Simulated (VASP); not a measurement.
# Sr (P6_3/mmc) in VASP: a series of runs, part 2 of 2

VASP 6.6.1.

**4. Single point, PBEsol**

This run uses another cell than the first one, of the same volume but with other edges.

INCAR reads:

```
SYSTEM = Sr
PREC     = Accurate       ! precision mode
ENCUT    = 520            ! plane-wave cutoff, eV
EDIFF    = 1E-6           ! SCF threshold, eV
ISMEAR   = 0              ! smearing method
SIGMA    = 0.15           ! smearing width, eV
LREAL    = .False.        ! projectors in reciprocal space
LASPH    = .True.         ! aspherical terms in the spheres
NELM     = 80             ! most SCF steps
ALGO     = Fast           ! electronic algorithm
ISIF     = 2              ! what is computed and relaxed
LWAVE    = .False.        ! write WAVECAR
LCHARG   = .True.         ! write CHGCAR
GGA      = PS             ! functional
LELF     = .True.         ! ELF
LVHAR    = .True.       
NBANDS   = 17             ! bands
```

KPOINTS reads:

```
Automatic mesh
0
Gamma
  12 12 8
  0 0 0
```

POSCAR reads:

```
Sr
1.0
    4.0558654921      0.0000000000      0.0000000000
   -2.0279327461      3.5124825505      0.0000000000
    0.0000000000      0.0000000000      7.9611648043
Sr
2
Direct
    0.3333333333      0.6666666667      0.2500000000
    0.6666666667      0.3333333333      0.7500000000
```

Potentials or basis: VASP PAW PBE potentials, release 64 (Sr_sv).

Command:

```
$ cat potpaw_PBE.64/Sr_sv/POTCAR > POTCAR
$ mpirun -np 1 vasp_std > vasp.out
```

OUTCAR:

```text
SYSTEM = Sr
   PREC = Accurate
   ENCUT = 520
   EDIFF = 1E-6
   ISMEAR = 0
   LREAL = .False.
   LASPH = .True.
   NELM = 80
   ISIF = 2
   GGA = PS

 ion  position               nearest neighbor table
   1  0.333  0.667  0.250-   2 4.62   2 4.62   2 4.62   2 4.62   2 4.62   2 4.62
   2  0.667  0.333  0.750-   1 4.62   1 4.62   1 4.62   1 4.62   1 4.62   1 4.62

  LATTYP: Found a hexagonal cell.
 ALAT       =     4.0558654921
 C/A-ratio  =     1.9628769297

  Lattice vectors:

 A1 = (   4.0558654921,   0.0000000000,   0.0000000000)
 A2 = (  -2.0279327461,   3.5124825505,   0.0000000000)
 A3 = (   0.0000000000,   0.0000000000,   7.9611648043)

Analysis of symmetry for initial positions (statically):
=====================================================================
 Subroutine PRICEL returns:
 Original cell was already a primitive cell.

 Routine SETGRP: Setting up the symmetry group for a
 hexagonal supercell.

 Subroutine GETGRP returns: Found 24 space group operations
 (whereof 12 operations were pure point group operations)
 out of a pool of 24 trial point group operations.

[... 159 lines left out ...]
  ext. energy  EPLUGINS =         0.00000000
  ---------------------------------------------------
  free energy    TOTEN  =        -3.49456682 eV

  energy without entropy =       -3.47198213  energy(sigma->0) =       -3.48327447

 E-fermi :   1.3273     XC(G=0):  -7.3267

 val. band max:        1.3249337137   @ k =   0.4167   0.0000   0.0000
 cond. band min:       1.3412439594   @ k =   0.0000   0.0000   0.2500
 fundamental gap:      0.0163102457
 Fermi energy:         1.3273193906

 k-point     1 :       0.0000    0.0000    0.0000
  band No.  band energies     occupation
      1     -35.2332      2.00000
      2     -35.2287      2.00000
      3     -17.2642      2.00000
      4     -17.1668      2.00000
      5     -17.1173      2.00000
      6     -17.1173      2.00000
[... 457 lines left out ...]
      4     -17.2980      2.00000
      5     -17.2137      2.00000
      6     -17.1636      2.00000
[... 9 lines left out ...]
     16       4.4178      0.00000
     17       5.4470      0.00000

 [... further k-points ...]
[... 5 lines left out ...]
  --------------------------------------------------------------------------------------
  -------------------------------------------------------------------------------------
  Total        0.6253917      0.6253917     -2.2875008     -0.0000000      0.0000000      0.0000000
  in kB        8.8346303      8.8346303    -32.3145045     -0.0000000      0.0000000      0.0000000
  external PRESSURE =      -4.8817480 kB  Pullay stress =       0.0000000 kB

 VOLUME and BASIS-vectors are now :
 -----------------------------------------------------------------------------
  energy-cutoff  :      520.00
  volume of cell :      113.42
      direct lattice vectors                 reciprocal lattice vectors
     4.055865492  0.000000000  0.000000000     0.246556500  0.142349462  0.000000000
    -2.027932746  3.512482551  0.000000000     0.000000000  0.284698923  0.000000000
     0.000000000  0.000000000  7.961164804     0.000000000  0.000000000  0.125609760

 POSITION                                       TOTAL-FORCE (eV/Angst)
 -----------------------------------------------------------------------------------
     -0.00000      2.34166      1.99029         0.000000     -0.000000      0.000000
      2.02793      1.17083      5.97087        -0.000000      0.000000      0.000000
 -----------------------------------------------------------------------------------
    total drift:                                0.000000     -0.000000      0.000000

  FREE ENERGIE OF THE ION-ELECTRON SYSTEM (eV)
  ---------------------------------------------------
  free  energy   TOTEN  =        -3.4945668180 eV

  energy  without entropy=       -3.4719821294  energy(sigma->0) =       -3.48327447
```

OSZICAR:

```text
N       E                     dE             d eps       ncg     rms          rms(c)
DAV:   1     0.108335428770E+03    0.10834E+03   -0.93423E+03  3230   0.982E+02
DAV:   2     0.516879252960E+01   -0.10317E+03   -0.10140E+03  4095   0.228E+02
DAV:   3    -0.328249428464E+01   -0.84513E+01   -0.84222E+01  5860   0.468E+01
DAV:   4    -0.349273350914E+01   -0.21024E+00   -0.21001E+00  4369   0.679E+00
DAV:   5    -0.349800367031E+01   -0.52702E-02   -0.52692E-02  5312   0.805E-01    0.164E+01
RMM:   6    -0.349521222503E+01    0.27914E-02   -0.11329E-02  3473   0.114E+00    0.928E+00
RMM:   7    -0.349397283534E+01    0.12394E-02   -0.23277E-02  3630   0.166E+00    0.369E-01
RMM:   8    -0.349436110510E+01   -0.38827E-03   -0.64258E-03  4338   0.465E-01    0.933E-02
RMM:   9    -0.349450966257E+01   -0.14856E-03   -0.12057E-03  5278   0.135E-01    0.855E-02
RMM:  10    -0.349455200379E+01   -0.42341E-04   -0.32906E-04  5024   0.739E-02    0.998E-02
RMM:  11    -0.349456311031E+01   -0.11107E-04   -0.98619E-05  5277   0.345E-02    0.154E-02
RMM:  12    -0.349456504207E+01   -0.19318E-05   -0.27602E-05  4367   0.143E-02    0.566E-03
RMM:  13    -0.349456623151E+01   -0.11894E-05   -0.99907E-06  3911   0.955E-03    0.215E-03
RMM:  14    -0.349456681802E+01   -0.58651E-06   -0.35060E-06  3353   0.567E-03
   1 F= -.34945668E+01 E0= -.34832745E+01  d E =-.225847E-01
```

stdout:

```text
POSCAR found type information on POSCAR Sr
 POSCAR found :  1 types and       2 ions
 scaLAPACK will be used
 -----------------------------------------------------------------------------
|                                                                             |
|                                                                             |
|     You enforced a specific xc type in the INCAR file but a different       |
|     I HOPE YOU KNOW WHAT YOU ARE DOING!                                     |
|                                                                             |
 -----------------------------------------------------------------------------

 LDA part: xc-table for (Slater+PW92), standard interpolation
 POSCAR, INCAR and KPOINTS ok, starting setup
 FFT: planning ... GRIDC
 FFT: planning ... GRID_SOFT
 FFT: planning ... GRID
 WAVECAR not read
 entering main loop
WARNING in EDDRMM: call to ZHEGV failed, returncode =   6  3     11
WARNING in EDDRMM: call to ZHEGV failed, returncode =   6  3     15
WARNING in EDDRMM: call to ZHEGV failed, returncode =   8  4     13
```

Wall time 2.9 min (1 thread of Intel Xeon Platinum 8375C at 2.90GHz (Ice Lake), shared host); peak memory 0.32 GiB.

Results:

```yaml
Free_energy: -3.4946 eV
Pressure: -0.5 GPa
Band_gap_on_the_k_mesh: zero (band 10 reaches 1.74 eV, above the bottom of band 11 at 0.90 eV)
```

Stress tensor (GPa, compression positive):
```
 0.88  0.00  0.00
 0.00  0.88  0.00
 0.00  0.00 -3.23
```

Levels at points of the mesh, in eV from the Fermi level:
| k point | band 8 | band 9 | band 10 | band 11 | band 12 | band 13 |
| --- | --- | --- | --- | --- | --- | --- |
| (0.00, 0.00, 0.00) | -18.44 | -3.55 | -1.68 | -0.43 | 1.43 | 2.49 |
| (0.50, 0.00, 0.00) | -18.49 | -0.82 | -0.37 | 0.09 | 0.45 | 1.08 |
| (0.00, 0.00, 0.50) | -18.44 | -2.86 | -2.86 | 0.68 | 0.68 | 2.54 |
| (0.50, 0.00, 0.50) | -18.50 | -0.67 | -0.67 | 0.39 | 0.39 | 1.17 |

Caveat: the PAW data sets were made with another functional, which shifts forces and pressure a little.

**5. Single point, PBEsol**

This run uses another cell than the first one, of the same volume but with other edges.

INCAR reads:

```
ALGO     = Fast           # electronic algorithm
EDIFF    = 1E-6           # SCF threshold, eV
ENCUT    = 520            # plane-wave cutoff, eV
GGA      = PS             # functional
ISIF     = 2              # what is computed and relaxed
ISMEAR   = 0              # smearing method
LASPH    = True           # aspherical terms in the spheres
LCHARG   = False          # write CHGCAR
LREAL    = False          # projectors in reciprocal space
LWAVE    = False          # write WAVECAR
NBANDS   = 17             # bands
NELM     = 80             # most SCF steps
PREC     = Accurate       # precision mode
SIGMA    = 0.15           # smearing width, eV
```

KPOINTS reads:

```
k-points
0
Gamma
  12 12 8
```

POSCAR reads:

```
Sr
1.0
    4.4314720717      0.0000000000      0.0000000000
   -2.2157360359      3.8377673903      0.0000000000
    0.0000000000      0.0000000000      6.6687996254
Sr
2
Direct
    0.3333333333      0.6666666667      0.2500000000
    0.6666666667      0.3333333333      0.7500000000
```

Command:

```
$ cat potpaw_PBE.64/Sr_sv/POTCAR > POTCAR
$ mpirun -np 1 vasp_std > vasp.out
```

Run time: 3 min. Hardware: 1 thread of Intel Xeon Platinum 8375C at 2.90GHz (Ice Lake), shared host; peak memory 0.33 GiB.

It converged, with:

- Free energy: -3.6293 eV
- Pressure: -0.8 GPa
- Band gap on the k mesh: zero (band 10 reaches 1.55 eV, above the bottom of band 11 at 1.20 eV)

Stress tensor (GPa, compression positive):
```
-1.28  0.00  0.00
 0.00 -1.28  0.00
 0.00  0.00  0.24
```

Levels at points of the mesh, in eV from the Fermi level:
| k point | band 8 | band 9 | band 10 | band 11 | band 12 | band 13 |
| --- | --- | --- | --- | --- | --- | --- |
| (0.00, 0.00, 0.00) | -18.52 | -3.64 | -0.93 | 0.34 | 2.12 | 2.13 |
| (0.50, 0.00, 0.00) | -18.54 | -1.27 | -0.65 | 0.15 | 0.16 | 1.43 |
| (0.00, 0.00, 0.50) | -18.55 | -2.60 | -2.60 | 1.51 | 1.51 | 2.05 |
| (0.50, 0.00, 0.50) | -18.56 | -0.84 | -0.84 | 0.17 | 0.17 | 1.40 |

Caveat: the PAW data sets were made with another functional, which shifts forces and pressure a little.

**6. Overview**

```tsv
cell	k mesh	gap on the mesh (eV)	pressure (GPa)
a = 3.949, b = 3.949, c = 8.398 Å, angles 90.0, 90.0, 120.0°, 2 atoms	15 × 15 × 8	none	0.0
a = 4.550, b = 4.550, c = 6.326 Å, angles 90.0, 90.0, 120.0°, 2 atoms	12 × 12 × 8	none	-0.6
a = 4.056, b = 4.056, c = 7.961 Å, angles 90.0, 90.0, 120.0°, 2 atoms	12 × 12 × 8	none	-0.5
a = 4.431, b = 4.431, c = 6.669 Å, angles 90.0, 90.0, 120.0°, 2 atoms	12 × 12 × 8	none	-0.8
```

Alike in all rows: task single point; level PBEsol; potentials or basis VASP PAW PBE potentials, release 64 (Sr_sv); no spin polarisation; cutoff (eV) 520; smearing gaussian 0.15 eV.

Caveats: the PAW data sets were made with another functional, which shifts forces and pressure a little.

Absolute energies hang on the potentials; compare differences alone.
